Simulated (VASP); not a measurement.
# Bi2Se3 in VASP: a series of runs

Bi2Se3 is run at these levels: PBE+D3(BJ); tasks: relaxation of cell and atoms.

Everything below comes from runs of VASP 6.6.1. Logs are shortened: lines on timing, memory, paths and dates and some standing lists are left out, and cuts for length are marked.

**1. The cell of the first run**

The cell holds a slab with vacuum, 15 atoms: a = 4.143 Å, b = 4.143 Å, c = 44.057 Å, α = 90.00°, β = 90.00°, γ = 120.00°.

**2. Relaxation of cell and atoms, PBE+D3(BJ)**

Input file INCAR:

```
ALGO = Normal
EDIFF = 1E-6
EDIFFG = -0.01
ENCUT = 600
GGA = PE
IBRION = 2
ISIF = 3
ISMEAR = 0
IVDW = 12
KPAR = 8
LASPH = T
LATTICE_CONSTRAINTS = .TRUE. .TRUE. .FALSE.
LCHARG = F
LREAL = F
LWAVE = F
NELM = 80
NSW = 90
PREC = Accurate
SIGMA = 0.03
```

Input file KPOINTS:

```
k-points
0
Gamma
  9 9 1
```

Input file POSCAR:

```
Bi2Se3
1.0
    4.1430000000      0.0000000000      0.0000000000
   -2.0715000000      3.5879432500      0.0000000000
    0.0000000000      0.0000000000     44.0568509300
Se Bi
9 6
Direct
    0.0000000000      0.0000000000      0.2042815100
    0.6666666700      0.3333333300      0.2833405400
    0.3333333300      0.6666666700      0.3623995800
    0.6666666700      0.3333333300      0.4209409600
    0.3333333300      0.6666666700      0.5000000000
    0.0000000000      0.0000000000      0.5790590400
    0.3333333300      0.6666666700      0.6376004200
    0.0000000000      0.0000000000      0.7166594600
    0.6666666700      0.3333333300      0.7957184900
    0.3333333300      0.6666666700      0.2394886700
    0.0000000000      0.0000000000      0.3271924200
    0.0000000000      0.0000000000      0.4561481300
    0.6666666700      0.3333333300      0.5438518700
    0.6666666700      0.3333333300      0.6728075800
    0.3333333300      0.6666666700      0.7605113300
```

Potentials or basis: VASP PAW PBE potentials, release 64 (Se, Bi_d).

Launch:

```console
> cat potpaw_PBE.64/Se/POTCAR potpaw_PBE.64/Bi_d/POTCAR > POTCAR
> mpirun -np 8 vasp_std > vasp.out
```

OUTCAR:

```text
EDIFF = 1E-6
   EDIFFG = -0.01
   ENCUT = 600
   GGA = PE
   IBRION = 2
   ISIF = 3
   ISMEAR = 0
   IVDW = 12
   LASPH = T
   LREAL = F
   NELM = 80
   NSW = 90
   PREC = Accurate
 IVDW          = 12

 ion  position               nearest neighbor table
   1  0.000  0.000  0.204-  10 2.85  10 2.85  10 2.85
   2  0.667  0.333  0.283-  10 3.07  10 3.07  10 3.07  11 3.07  11 3.07  11 3.07
   3  0.333  0.667  0.362-  11 2.85  11 2.85  11 2.85
   4  0.667  0.333  0.421-  12 2.85  12 2.85  12 2.85
   5  0.333  0.667  0.500-  12 3.07  13 3.07  13 3.07  12 3.07  12 3.07  13 3.07
   6  0.000  0.000  0.579-  13 2.85  13 2.85  13 2.85
   7  0.333  0.667  0.638-  14 2.85  14 2.85  14 2.85
   8  0.000  0.000  0.717-  15 3.07  15 3.07  15 3.07  14 3.07  14 3.07  14 3.07
   9  0.667  0.333  0.796-  15 2.85  15 2.85  15 2.85
  10  0.333  0.667  0.239-   1 2.85   1 2.85   1 2.85   2 3.07   2 3.07   2 3.07
  11  0.000  0.000  0.327-   3 2.85   3 2.85   3 2.85   2 3.07   2 3.07   2 3.07
  12  0.000  0.000  0.456-   4 2.85   4 2.85   4 2.85   5 3.07   5 3.07   5 3.07
  13  0.667  0.333  0.544-   6 2.85   6 2.85   6 2.85   5 3.07   5 3.07   5 3.07
  14  0.667  0.333  0.673-   7 2.85   7 2.85   7 2.85   8 3.07   8 3.07   8 3.07
  15  0.333  0.667  0.761-   9 2.85   9 2.85   9 2.85   8 3.07   8 3.07   8 3.07

  LATTYP: Found a hexagonal cell.
 ALAT       =     4.1430000000
 C/A-ratio  =    10.6340456022

  Lattice vectors:

 A1 = (   4.1430000000,   0.0000000000,   0.0000000000)
 A2 = (  -2.0715000000,   3.5879432500,   0.0000000000)
 A3 = (   0.0000000000,   0.0000000000,  44.0568509300)

Analysis of symmetry for initial positions (statically):
=====================================================================
 Subroutine PRICEL returns:
 Original cell was already a primitive cell.

 Routine SETGRP: Setting up the symmetry group for a
 hexagonal supercell.

 Subroutine GETGRP returns: Found 12 space group operations
 (whereof  6 operations were pure point group operations)
 out of a pool of 24 trial point group operations.

The static configuration has the point symmetry C_3v.
 The point group associated with its full space group is D_3d.

Analysis of symmetry for dynamics (positions and initial velocities):
=====================================================================
 Subroutine PRICEL returns:
 Original cell was already a primitive cell.

 Routine SETGRP: Setting up the symmetry group for a
 hexagonal supercell.

 Subroutine GETGRP returns: Found 12 space group operations
 (whereof  6 operations were pure point group operations)
 out of a pool of 24 trial point group operations.

The dynamic configuration has the point symmetry C_3v.
 The point group associated with its full space group is D_3d.

 Subroutine INISYM returns: Found 12 space group operations
 (whereof  6 operations are pure point group operations),
 and found     1 'primitive' translations

----------------------------------------------------------------------------------------
[... 111 lines left out ...]
   NFREE  =      1    steps in history (QN), initial steepest desc. (CG)
   ISIF   =      3    stress and relaxation
   ISYM   =      2    0-nonsym 1-usesym 2-fastsym
   POTIM  = 0.5000    time-step for ionic-motion
   TEBEG  =    0.0;   TEEND  =   0.0 temperature during run
   PSTRESS=    0.0 pullay stress
   NELECT =     144.0000    total number of electrons
   NUPDOWN=      -1.0000    fix difference up-down
   EMIN   =  10.00;   EMAX   =-10.00  energy-range for DOS
   EFERMI =   0.00;   METHOD = LEGACY
   ISMEAR =     0;   SIGMA  =   0.03  broadening in eV -4-tet -1-fermi 0-gaus
   EFERMI_NEDOS =   21; number of points for ismear=-14 and -15
   IALGO  =     38    algorithm
   IMIX   =      4    mixing-type and parameters
     AMIX     =   0.40;   BMIX     =  1.00
     AMIX_MAG =   1.60;   BMIX_MAG =  1.00
  volume/ion in A,a.u.               =      43.66       294.63
  Fermi-wavevector in a.u.,A,eV,Ry     =   0.988108  1.867253 13.284145  0.976357
  Thomas-Fermi vector in A             =   2.119611
   LORBIT       =      0    0 simple, 1 ext, 2 COOP (PROOUT), +10 PAW based schemes
   GGA     = PE    functional components
   LHFCALC =     F    Hartree Fock is set to
   AEXX    =    0.0000 exact exchange contribution
   IVDW    =    12    specifies the selected vdW correction
   LEPSILON=     F    determine dielectric tensor
   LRPA    =     F    only Hartree local field effects (RPA)
 conjugate gradient relaxation of ions
 non-spin polarized calculation
 Gauss-broadening in eV      SIGMA  =   0.03
  energy-cutoff  :      600.00
  volume of cell :      654.90
 maximum number of plane-waves:     21915
 NGX is ok and might be reduce to    36
   NGX = 17   NGY = 17   NGZ =175

--------------------------------------- Ionic step        1  -------------------------------------------

 number of electron     144.0000001 magnetization

 Free energy of the ion-electron system (eV)
  ---------------------------------------------------
  ext. energy  EPLUGINS =         0.00000000
  ---------------------------------------------------
  free energy    TOTEN  =       -60.51088806 eV

  energy without entropy =      -60.51088806  energy(sigma->0) =      -60.51088806

------------------------ aborting loop because EDIFF is reached ----------------------------------------

 Edisp (eV)   -5.58554

 E8    (eV) :    -2.5596
[... 144 lines left out ...]
  FREE ENERGIE OF THE ION-ELECTRON SYSTEM (eV)
  ---------------------------------------------------
  free  energy   TOTEN  =       -66.1055144791 eV

  energy  without entropy=      -66.1055144791  energy(sigma->0) =      -66.10551448

[... ionic steps 4 to 7 ...]

--------------------------------------- Ionic step        8  -------------------------------------------

 number of electron     143.9999997 magnetization

------------------------ aborting loop because EDIFF is reached ----------------------------------------
[... 101 lines left out ...]
--------------------------------------- Ionic step       10  -------------------------------------------

 number of electron     143.9999998 magnetization

 Free energy of the ion-electron system (eV)
  ---------------------------------------------------
  ext. energy  EPLUGINS =         0.00000000
  ---------------------------------------------------
  free energy    TOTEN  =       -60.50893446 eV

  energy without entropy =      -60.50893446  energy(sigma->0) =      -60.50893446

 E-fermi :   1.4089     XC(G=0):  -6.4497

 val. band max:        1.2350549639   @ k =   0.0000   0.0000   0.0000
 cond. band min:       1.6333708236   @ k =   0.0000   0.0000   0.0000
 fundamental gap:      0.3983158596
 Fermi energy:         1.4089416411

 k-point     1 :       0.0000    0.0000    0.0000
  band No.  band energies     occupation
      1     -21.7729      2.00000
      2     -21.7729      2.00000
      3     -21.7729      2.00000
      4     -21.7729      2.00000
      5     -21.7710      2.00000
      6     -21.7710      2.00000
[... 1033 lines left out ...]
     83       5.1958      0.00000
     84       5.2431      0.00000
 [bands above 84 left out]

------------------------ aborting loop because EDIFF is reached ----------------------------------------

 Edisp (eV)   -5.60044

 E8    (eV) :    -2.5664
[... 38 lines left out ...]
  FREE ENERGIE OF THE ION-ELECTRON SYSTEM (eV)
  ---------------------------------------------------
  free  energy   TOTEN  =       -66.1093726003 eV

  energy  without entropy=      -66.1093726003  energy(sigma->0) =      -66.10937260

 reached required accuracy - stopping structural energy minimisation
```

OSZICAR:

```text
N       E                     dE             d eps       ncg     rms          rms(c)
DAV:   1     0.158467615822E+04    0.15847E+04   -0.70352E+04  2248   0.173E+03
[... 103 lines left out ...]
DAV:   1    -0.605097134971E+02   -0.69603E-02   -0.10348E-01  2392   0.152E+00    0.200E-01
DAV:   2    -0.605091819850E+02    0.53151E-03   -0.54545E-03  2376   0.391E-01    0.899E-02
DAV:   3    -0.605089682739E+02    0.21371E-03   -0.69840E-04  2428   0.180E-01    0.332E-02
DAV:   4    -0.605089476222E+02    0.20652E-04   -0.12119E-04  2552   0.139E-01    0.169E-02
DAV:   5    -0.605089360446E+02    0.11578E-04   -0.53845E-05  2516   0.956E-02    0.849E-03
DAV:   6    -0.605089337750E+02    0.22696E-05   -0.39274E-05  2494   0.403E-02    0.563E-03
DAV:   7    -0.605089349371E+02   -0.11621E-05   -0.13560E-05  2724   0.154E-02    0.440E-03
DAV:   8    -0.605089344608E+02    0.47637E-06   -0.60619E-07  1306   0.496E-03
  10 F= -.66109373E+02 E0= -.66109373E+02  d E =-.145577E-03
```

CONTCAR:

```text
Bi2Se3
   1.00000000000000
     4.1366051870868441    0.0000000000000000    0.0000000000000000
    -2.0683025935434221    3.5824051795548497    0.0000000000000000
     0.0000000000000000    0.0000000000000000   44.0568509300000031
  Se              Bi
     9     6
Direct
     0.0000000000000000    1.0000000000000000    0.2038060319917185
[... 19 lines left out ...]
  0.00000000E+00  0.00000000E+00  0.00000000E+00
  0.00000000E+00  0.00000000E+00  0.00000000E+00
  0.00000000E+00  0.00000000E+00  0.00000000E+00
  0.00000000E+00  0.00000000E+00  0.00000000E+00
  0.00000000E+00  0.00000000E+00  0.00000000E+00
  0.00000000E+00  0.00000000E+00  0.00000000E+00
  0.00000000E+00  0.00000000E+00  0.00000000E+00
  0.00000000E+00  0.00000000E+00  0.00000000E+00
  0.00000000E+00  0.00000000E+00  0.00000000E+00
  0.00000000E+00  0.00000000E+00  0.00000000E+00
  0.00000000E+00  0.00000000E+00  0.00000000E+00
```

Run time: 21 min. Hardware: 8 MPI ranks of Intel Xeon 6975P-C (Granite Rapids), shared host; peak memory 1.4 GiB.

What came out:

* Free energy: -66.1094 eV
* Relaxed cell: a = 4.137 Å, b = 4.137 Å, c = 44.057 Å, α = 90.00°, β = 90.00°, γ = 120.00°
* Space group after relaxing (to 0.1 Å): P-3m1 (No. 164)
* Energy gained by relaxing: 0.9 meV/atom
* Ionic steps: 10
* Largest force after relaxing: 0.008 eV/Å
* Band gap on the k mesh: 0.40 eV
* Dispersion energy per atom: -0.373 eV

Forces on the atoms (eV/Å):
```
Se   0.000  0.000  0.008
Se   0.000  0.000  0.008
Se   0.000  0.000  0.002
Se   0.000  0.000  0.004
Se   0.000  0.000  0.000
Se   0.000  0.000 -0.004
Se   0.000  0.000 -0.002
Se   0.000  0.000 -0.008
Se   0.000  0.000 -0.008
Bi   0.000  0.000 -0.004
Bi   0.000  0.000 -0.004
Bi   0.000  0.000  0.005
Bi   0.000  0.000 -0.005
Bi   0.000  0.000  0.004
Bi   0.000  0.000  0.004
```

The path:
```csv
step,energy change (eV),largest force (eV/Å),pressure (GPa),volume (Å³)
1,0.0000,0.1819,0.14,654.90
2,-0.0090,0.0537,-0.10,656.72
3,-0.0091,0.0414,-0.12,656.90
4,-0.0112,0.0280,-0.01,654.32
5,-0.0113,0.0353,0.02,653.61
6,-0.0117,0.0264,0.01,653.43
7,-0.0125,0.0261,0.01,652.89
8,-0.0126,0.0418,0.01,651.82
9,-0.0128,0.0273,0.02,652.26
10,-0.0129,0.0084,-0.04,652.88
```

Final structure:
```xyz
15
Lattice="4.1366 0.0000 0.0000 -2.0683 3.5824 0.0000 0.0000 0.0000 44.0569" Properties=species:S:1:pos:R:3 pbc="T T T"
Se   -2.0683    3.5824    8.9791
Se    2.0683    1.1941   12.4878
Se    0.0000    2.3883   15.9964
Se    2.0683    1.1941   18.5190
Se    0.0000    2.3883   22.0284
Se    0.0000    0.0000   25.5378
Se    0.0000    2.3883   28.0605
Se   -2.0683    3.5824   31.5690
Se    2.0683    1.1941   35.0778
Bi    0.0000    2.3883   10.5541
Bi    4.1366    0.0000   14.4159
Bi    2.0683    3.5824   20.0985
Bi    2.0683    1.1941   23.9584
Bi    2.0683    1.1941   29.6409
Bi    0.0000    2.3883   33.5028
```

Levels at points of the mesh, in eV from the valence-band top:
| k point | band 68 | band 69 | band 70 | band 71 | band 72 | band 73 | band 74 | band 75 | band 76 | band 77 |
| --- | --- | --- | --- | --- | --- | --- | --- | --- | --- | --- |
| (0.00, 0.00, 0.00) | -1.07 | -0.99 | -0.98 | -0.24 | 0.00 | 0.40 | 0.60 | 0.78 | 1.56 | 1.56 |

Caveat: spin-orbit coupling is left out, which moves the levels of the heavy elements.

**3. Relaxation of cell and atoms, PBE+D3(BJ)**

This run uses another cell than the first one.

Changes to INCAR since step 2:

```diff
@@ -1,4 +1,4 @@
 ALGO = Normal
-EDIFF = 1E-6
-EDIFFG = -0.01
+EDIFF = 1E-7
+EDIFFG = -0.005
 ENCUT = 600
```

KPOINTS is that of step 2.

Input file POSCAR:

```
Bi2Se3                                  
1.0
    4.1366051871      0.0000000000      0.0000000000
   -2.0683025935      3.5824051796      0.0000000000
    0.0000000000      0.0000000000     44.0568509300
  Se              Bi            
     9     6
Direct
     0.0000000000000000    1.0000000000000000    0.2038060319917185
     0.6666666699999979    0.3333333300000021    0.2834482505995524
     0.3333333300000021    0.6666666699999979    0.3630844092177397
     0.6666666699999979    0.3333333300000021    0.4203435859378090
     0.3333333300000021    0.6666666699999979    0.5000000000000000
     0.0000000000000000    0.0000000000000000    0.5796564140621910
     0.3333333300000021    0.6666666699999979    0.6369155907822603
     0.0000000000000000    1.0000000000000000    0.7165517494004477
     0.6666666699999979    0.3333333300000021    0.7961939680082815
     0.3333333300000021    0.6666666699999979    0.2395560872705902
     1.0000000000000000    0.0000000000000000    0.3272118282199671
     1.0000000000000000    1.0000000000000000    0.4561938764823483
     0.6666666699999979    0.3333333300000021    0.5438061235176518
     0.6666666699999979    0.3333333300000021    0.6727881717800330
     0.3333333300000021    0.6666666699999979    0.7604439127294098
```

Potentials or basis: VASP PAW PBE potentials, release 64 (Se, Bi_d).

Launch:

```console
> cat potpaw_PBE.64/Se/POTCAR potpaw_PBE.64/Bi_d/POTCAR > POTCAR
> mpirun -np 8 vasp_std > vasp.out
```

It took 12 min on 8 MPI ranks of Intel Xeon 6975P-C (Granite Rapids), shared host; peak memory 1.4 GiB.

The run converged. Its results:

```
Free energy                           : -66.1093 eV
Relaxed cell                          : a = 4.135 Å, b = 4.135 Å, c = 44.057 Å, α = 90.00°, β = 90.00°, γ = 120.00°
Space group after relaxing (to 0.1 Å) : P-3m1 (No. 164)
Energy gained by relaxing             : 0.0 meV/atom
Ionic steps                           : 5
Largest force after relaxing          : 0.003 eV/Å
Band gap on the k mesh                : 0.40 eV
Dispersion energy per atom            : -0.374 eV
```

Forces on the atoms (eV/Å):
```
Se   0.000  0.000  0.000
Se   0.000  0.000  0.003
Se   0.000  0.000  0.003
Se   0.000  0.000  0.002
Se   0.000  0.000  0.000
Se   0.000  0.000 -0.002
Se   0.000  0.000 -0.003
Se   0.000  0.000 -0.003
Se   0.000  0.000  0.000
Bi   0.000  0.000  0.002
Bi   0.000  0.000  0.002
Bi   0.000  0.000  0.003
Bi   0.000  0.000 -0.003
Bi   0.000  0.000 -0.002
Bi   0.000  0.000 -0.002
```

Final structure:
```xyz
15
Lattice="4.1351 0.0000 0.0000 -2.0676 3.5811 0.0000 0.0000 0.0000 44.0569" Properties=species:S:1:pos:R:3 pbc="T T T"
Se    0.0000    0.0000    8.9794
Se    2.0676    1.1937   12.4884
Se    0.0000    2.3874   15.9967
Se    2.0676    1.1937   18.5192
Se    0.0000    2.3874   22.0284
Se    4.1351    0.0000   25.5377
Se    0.0000    2.3874   28.0601
Se    4.1351    0.0000   31.5684
Se    2.0676    1.1937   35.0774
Bi    0.0000    2.3874   10.5540
Bi    4.1351    0.0000   14.4156
Bi    0.0000    0.0000   20.0990
Bi    2.0676    1.1937   23.9578
Bi    2.0676    1.1937   29.6413
Bi    0.0000    2.3874   33.5029
```

Levels at points of the mesh, in eV from the valence-band top:
```tsv
k point	band 68	band 69	band 70	band 71	band 72	band 73	band 74	band 75	band 76	band 77
(0.00, 0.00, 0.00)	-1.07	-0.99	-0.98	-0.24	0.00	0.40	0.60	0.79	1.56	1.56
```

Caveat: spin-orbit coupling is left out, which moves the levels of the heavy elements.
